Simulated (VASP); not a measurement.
# AlN (Cm) in VASP: notebook, part 2 of 2

VASP 6.6.1. The steps go on from the part before.

## Step 3: Single point, PBEsol (atom 1 (Al) moved by -0.252 Å along [1 1 0] and -0.504 Å along [0 0 1])

The input, INCAR:

```
PREC = Accurate ; ENCUT = 520
EDIFF = 1E-6 ; ISMEAR = 0
SIGMA = 0.05 ; LREAL = False
LASPH = True ; NELM = 60
ALGO = Normal ; ISIF = 2
LWAVE = False ; LCHARG = False
GGA = PS ; NBANDS = 26
```

The input, KPOINTS:

```
regular mesh
0
Gamma
  6 6 6
```

The input, POSCAR:

```
AlN
1.0
    4.3771405283      0.0000000000      0.0000000000
    0.0000000000     -4.3771405283      0.0000000000
    0.0000000000      0.0000000000     -4.3771405283
Al N
4 4
Direct
   -0.0407094330      0.1151436644     -0.0407094330
    0.5000000000      0.5000000000      0.0000000000
    0.5000000000      0.0000000000      0.5000000000
    0.0000000000      0.5000000000      0.5000000000
    0.7500000000      0.7500000000      0.7500000000
    0.2500000000      0.2500000000      0.7500000000
    0.2500000000      0.7500000000      0.2500000000
    0.7500000000      0.2500000000      0.2500000000
```

Potentials or basis: VASP PAW PBE potentials, release 64 (Al, N).

Launch:

```
$ cat potpaw_PBE.64/Al/POTCAR potpaw_PBE.64/N/POTCAR > POTCAR
$ mpirun -np 1 vasp_std > vasp.out
```

OUTCAR:

```text
PREC = Accurate
   ENCUT = 520
   EDIFF = 1E-6
   ISMEAR = 0
   LREAL = False
   LASPH = True
   NELM = 60
   ISIF = 2
   GGA = PS

 ion  position               nearest neighbor table
   1  0.959  0.115  0.959-   6 1.68   8 1.68   5 2.06   7 2.41   2 2.63   4 2.63   3 2.89   4 2.91
                             2 2.91   3 3.15   3 3.15
   2  0.500  0.500  0.000-   5 1.90   6 1.90   7 1.90   8 1.90   1 2.63   1 2.91   4 3.10   3 3.10
                             4 3.10   3 3.10   3 3.10   3 3.10   4 3.10   4 3.10
   3  0.500  0.000  0.500-   5 1.90   6 1.90   7 1.90   8 1.90   1 2.89   2 3.10   4 3.10   2 3.10
                             2 3.10   4 3.10   2 3.10   4 3.10   4 3.10   1 3.15   1 3.15
   4  0.000  0.500  0.500-   5 1.90   6 1.90   7 1.90   8 1.90   1 2.63   1 2.91   3 3.10   2 3.10
                             2 3.10   3 3.10   2 3.10   3 3.10   2 3.10   3 3.10
   5  0.750  0.750  0.750-   2 1.90   3 1.90   4 1.90   1 2.06
   6  0.250  0.250  0.750-   1 1.68   2 1.90   3 1.90   4 1.90
   7  0.250  0.750  0.250-   2 1.90   3 1.90   4 1.90   1 2.41
   8  0.750  0.250  0.250-   1 1.68   2 1.90   3 1.90   4 1.90

  LATTYP: Found a simple cubic cell.
 ALAT       =     4.3771405283

  Lattice vectors:

 A1 = (   4.3771405283,   0.0000000000,   0.0000000000)
 A2 = (   0.0000000000,  -4.3771405283,   0.0000000000)
 A3 = (   0.0000000000,   0.0000000000,  -4.3771405283)

Analysis of symmetry for initial positions (statically):
=====================================================================
 Subroutine PRICEL returns:
 Original cell was already a primitive cell.

 Routine SETGRP: Setting up the symmetry group for a
 simple cubic supercell.

 Subroutine GETGRP returns: Found  2 space group operations
 (whereof  2 operations were pure point group operations)
 out of a pool of 48 trial point group operations.

The static configuration has the point symmetry C_1h.

Analysis of symmetry for dynamics (positions and initial velocities):
=====================================================================
 Subroutine PRICEL returns:
 Original cell was already a primitive cell.

 Routine SETGRP: Setting up the symmetry group for a
 simple cubic supercell.

 Subroutine GETGRP returns: Found  2 space group operations
 (whereof  2 operations were pure point group operations)
 out of a pool of 48 trial point group operations.

The dynamic configuration has the point symmetry C_1h.

 Subroutine INISYM returns: Found  2 space group operations
 (whereof  2 operations are pure point group operations),
 and found     1 'primitive' translations

----------------------------------------------------------------------------------------

                                     Primitive cell

  volume of cell :      83.8632

  direct lattice vectors                    reciprocal lattice vectors
     4.377140528  0.000000000  0.000000000     0.228459652  0.000000000  0.000000000
     0.000000000 -4.377140528  0.000000000     0.000000000 -0.228459652  0.000000000
     0.000000000  0.000000000 -4.377140528     0.000000000  0.000000000 -0.228459652

  length of vectors
     4.377140528  4.377140528  4.377140528     0.228459652  0.228459652  0.228459652

  position of ions in fractional coordinates (direct lattice)
     0.959290567  0.115143664  0.959290567
[... 46 lines left out ...]
            Coordinates               Weight
  0.000000  0.000000  0.000000      1.000000
  0.166667  0.000000  0.000000      4.000000
  0.000000  0.166667  0.000000      2.000000
  0.333333  0.000000  0.000000      4.000000
  0.000000  0.333333  0.000000      2.000000
  0.500000  0.000000  0.000000      2.000000
[... 16 lines left out ...]
 -0.333333  0.333333  0.000000      4.000000
 -0.333333  0.000000  0.333333      2.000000
 [... further k-points ...]
   k-points           NKPTS =     68   k-points in BZ     NKDIM =     68   number of bands    NBANDS=     26
   number of dos      NEDOS =    301   number of ions     NIONS =      8
   total plane-waves  NPLWV =  46656
   dimension x,y,z NGX =    36 NGY =   36 NGZ =   36
   dimension x,y,z NGXF=    72 NGYF=   72 NGZF=   72
   ions per type =               4   4
   NGX,Y,Z   is equivalent  to a cutoff of  13.67, 13.67, 13.67 a.u.
   NGXF,Y,Z  is equivalent  to a cutoff of  27.35, 27.35, 27.35 a.u.
 SYSTEM =  unknown system
   PREC   = accura    normal or accurate (medium, high low for compatibility)
   ISTART =      0    job   : 0-new  1-cont  2-samecut
   ICHARG =      2    charge: 1-file 2-atom 10-const
   ISPIN  =      1    spin polarized calculation?
   LNONCOLLINEAR =      F non collinear calculations
   LSORBIT =      F    spin-orbit coupling
   LASPH  =      T    aspherical Exc in radial PAW
   ENCUT  =  520.0 eV  38.22 Ry    6.18 a.u.   8.14  8.14  8.14*2*pi/ulx,y,z
   NELM   =     60;   NELMIN=  2; NELMDL= -5     # of ELM steps
   EDIFF  = 0.1E-05   stopping-criterion for ELM
   LREAL  =      F    real-space projection
   EDIFFG = 0.1E-04   stopping-criterion for IOM
   NSW    =      0    number of steps for IOM
   IBRION =     -1    ionic relax: 0-MD 1-quasi-New 2-CG
   NFREE  =      0    steps in history (QN), initial steepest desc. (CG)
   ISIF   =      2    stress and relaxation
   ISYM   =      2    0-nonsym 1-usesym 2-fastsym
   POTIM  = 0.5000    time-step for ionic-motion
   TEBEG  =    0.0;   TEEND  =   0.0 temperature during run
   PSTRESS=    0.0 pullay stress
   NELECT =      32.0000    total number of electrons
   NUPDOWN=      -1.0000    fix difference up-down
   EMIN   =  10.00;   EMAX   =-10.00  energy-range for DOS
   EFERMI =   0.00;   METHOD = LEGACY
   ISMEAR =     0;   SIGMA  =   0.05  broadening in eV -4-tet -1-fermi 0-gaus
   EFERMI_NEDOS =   21; number of points for ismear=-14 and -15
   IALGO  =     38    algorithm
   IMIX   =      4    mixing-type and parameters
     AMIX     =   0.40;   BMIX     =  1.00
     AMIX_MAG =   1.60;   BMIX_MAG =  1.00
  volume/ion in A,a.u.               =      10.48        70.74
  Fermi-wavevector in a.u.,A,eV,Ry     =   1.187411  2.243881 19.183459  1.409944
  Thomas-Fermi vector in A             =   2.323563
   LORBIT       =      0    0 simple, 1 ext, 2 COOP (PROOUT), +10 PAW based schemes
   GGA     = PS    functional components
   LHFCALC =     F    Hartree Fock is set to
   AEXX    =    0.0000 exact exchange contribution
   IVDW    =     0    specifies the selected vdW correction
   LEPSILON=     F    determine dielectric tensor
   LRPA    =     F    only Hartree local field effects (RPA)
 non-spin polarized calculation
 Gauss-broadening in eV      SIGMA  =   0.05
  energy-cutoff  :      520.00
  volume of cell :       83.86
 maximum number of plane-waves:      2301
 NGX is ok and might be reduce to    36
   NGX = 17   NGY = 17   NGZ = 17

 number of electron      31.9999992 magnetization

 Free energy of the ion-electron system (eV)
  ---------------------------------------------------
  ext. energy  EPLUGINS =         0.00000000
  ---------------------------------------------------
  free energy    TOTEN  =       -59.90856152 eV

  energy without entropy =      -59.90855340  energy(sigma->0) =      -59.90855746

 E-fermi :   6.8746     XC(G=0): -11.0924

 val. band max:        6.7813949012   @ k =   0.5000   0.5000   0.5000
 cond. band min:       6.9677155472   @ k =   0.0000   0.0000   0.0000
 fundamental gap:      0.1863206460
 Fermi energy:         6.8745554591

 k-point     1 :       0.0000    0.0000    0.0000
  band No.  band energies     occupation
      1      -9.4569      2.00000
      2      -7.2986      2.00000
      3      -6.5039      2.00000
      4      -5.5053      2.00000
      5       0.4140      2.00000
      6       0.5379      2.00000
[... 685 lines left out ...]
     25      16.8048      0.00000
     26      16.9253      0.00000

 [... further k-points ...]
[... 5 lines left out ...]
  --------------------------------------------------------------------------------------
  -------------------------------------------------------------------------------------
  Total        6.5253682     -1.0327211      6.5253682      0.3813128     -0.3813128      4.8798602
  in kB      124.6648829    -19.7297762    124.6648829      7.2848488     -7.2848479     93.2280273
  external PRESSURE =      76.5333299 kB  Pullay stress =       0.0000000 kB

 VOLUME and BASIS-vectors are now :
 -----------------------------------------------------------------------------
  energy-cutoff  :      520.00
  volume of cell :       83.86
      direct lattice vectors                 reciprocal lattice vectors
     4.377140528  0.000000000  0.000000000     0.228459652  0.000000000  0.000000000
     0.000000000 -4.377140528  0.000000000     0.000000000 -0.228459652  0.000000000
     0.000000000  0.000000000 -4.377140528     0.000000000  0.000000000 -0.228459652

 POSITION                                       TOTAL-FORCE (eV/Angst)
 -----------------------------------------------------------------------------------
      4.19895     -0.50400     -4.19895         0.877428      7.939671     -0.877428
      2.18857     -2.18857      0.00000        -1.231915     -2.375143     -0.752139
      2.18857      0.00000     -2.18857        -0.911059      1.526444      0.911059
      0.00000     -2.18857     -2.18857         0.752139     -2.375143      1.231915
      3.28286     -3.28286     -3.28286         0.147836     -0.851125     -0.147836
      1.09429     -1.09429     -3.28286         2.530771     -1.842766      2.129266
      1.09429     -3.28286     -1.09429        -0.035934     -0.179172      0.035934
      3.28286     -1.09429     -1.09429        -2.129266     -1.842766     -2.530771
 -----------------------------------------------------------------------------------
    total drift:                                0.000143     -0.000192     -0.000143

  FREE ENERGIE OF THE ION-ELECTRON SYSTEM (eV)
  ---------------------------------------------------
  free  energy   TOTEN  =       -59.9085615150 eV

  energy  without entropy=      -59.9085533995  energy(sigma->0) =      -59.90855746
```

Run time: 90 s. Hardware: 1 thread of Intel Xeon Platinum 8488C (Sapphire Rapids), shared host; peak memory 0.26 GiB.

Results:

```
Free energy            : -59.9086 eV
Pressure               : 7.7 GPa
Largest force          : 8.036 eV/Å
Band gap on the k mesh : 0.19 eV, indirect (least direct gap 0.28 eV)
```

Forces on the atoms (eV/Å):
```
Al   0.877  7.940 -0.877
Al  -1.232 -2.375 -0.752
Al  -0.911  1.526  0.911
Al   0.752 -2.375  1.232
N    0.148 -0.851 -0.148
N    2.531 -1.843  2.129
N   -0.036 -0.179  0.036
N   -2.129 -1.843 -2.531
```

Levels at points of the mesh, in eV from the valence-band top:
| k point | band 13 | band 14 | band 15 | band 16 | band 17 | band 18 | band 19 | band 20 |
| --- | --- | --- | --- | --- | --- | --- | --- | --- |
| (0.00, 0.00, 0.00) | -2.41 | -0.85 | -0.83 | -0.10 | 0.19 | 2.28 | 3.30 | 3.57 |
| (0.50, 0.00, 0.00) | -2.27 | -2.05 | -1.57 | -1.03 | 2.72 | 4.66 | 5.80 | 5.89 |
| (0.00, 0.50, 0.00) | -3.05 | -2.75 | -1.26 | -0.68 | 3.08 | 4.93 | 5.65 | 5.83 |
| (0.50, 0.50, 0.00) | -2.22 | -1.41 | -1.26 | -0.68 | 4.56 | 6.41 | 6.88 | 7.50 |
| (0.50, 0.00, 0.50) | -2.48 | -2.21 | -0.87 | -0.24 | 4.42 | 6.58 | 6.84 | 7.21 |
| (0.50, 0.50, 0.50) | -1.34 | -0.97 | -0.76 | 0.00 | 5.14 | 5.66 | 6.01 | 6.18 |

Caveat: the cell differs from its parent crystal (atom 1 (Al) moved by -0.252 Å along [1 1 0] and -0.504 Å along [0 0 1]); the PAW data sets were made with another functional, which shifts forces and pressure a little.
